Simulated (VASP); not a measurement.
Set up this calculation in VASP 6.6.1, as the native input.

```yaml
Task: single point
Functional: PBEsol
Potentials_or_basis: VASP PAW PBE potentials, release 64 (Ta_pv, C)
Cutoff: 520 eV
k_mesh: 10 × 10 × 10
Occupations: gaussian, width 0.15 eV
Spin: no spin polarisation
Dipole_correction: no
Further_INCAR_settings: ALGO = Normal; EDIFF = 1e-06; NBANDS = 37
```

The structure of Ta4C3 lies in POSCAR:

```
Ta4C3
1.0
    4.4026021986      0.0000000000      0.0330195165
    0.0000000000      4.4026021986      0.0000000000
    0.0330195165      0.0000000000      4.4026021986
Ta C
4 3
Direct
    0.0000000000      0.5000000000      0.5000000000
    0.5000000000      0.0000000000      0.5000000000
    0.5000000000      0.5000000000      0.0000000000
    0.0000000000      0.0000000000      0.0000000000
    0.5000000000      0.0000000000      0.0000000000
    0.0000000000      0.5000000000      0.0000000000
    0.0000000000      0.0000000000      0.5000000000
```

This cell differs from its parent crystal: strain +0.0150 x Voigt [0, 0, 0, 0, 1, 0].

These files were run (other wordings do the same):

INCAR

```
  PREC = Accurate
  ENCUT = 520
  EDIFF = 1E-6
  ISMEAR = 0
  SIGMA = 0.15
  LREAL = False
  LASPH = True
  NELM = 100
  ALGO = Normal
  ISIF = 2
  LWAVE = False
  LCHARG = True
  GGA = PS
  LELF = True
  LVHAR = True
  NBANDS = 37
```

KPOINTS

```
Automatic mesh
0
Gamma
  10 10 10
```

Potentials or basis: VASP PAW PBE potentials, release 64 (Ta_pv, C).

The run is started by

```console
$ cat potpaw_PBE.64/Ta_pv/POTCAR potpaw_PBE.64/C/POTCAR > POTCAR
$ mpirun -np 1 vasp_std > vasp.out
```

It gave:

| Property | Result |
| --- | --- |
| Pressure | 0.7 GPa |
| Band gap on the k mesh | zero (bands 28 and 29 overlap by 1.00 eV) |

Caveat: the cell differs from its parent crystal (strain +0.0150 x Voigt [0, 0, 0, 0, 1, 0]); the PAW data sets were made with another functional, which shifts forces and pressure a little; spin-orbit coupling is left out, which moves the levels of the heavy elements.

Wall time 6.1 min on 1 thread of AMD EPYC 9R45 96-Core Processor (Zen 5) (shared host), peak memory 0.5 GiB.
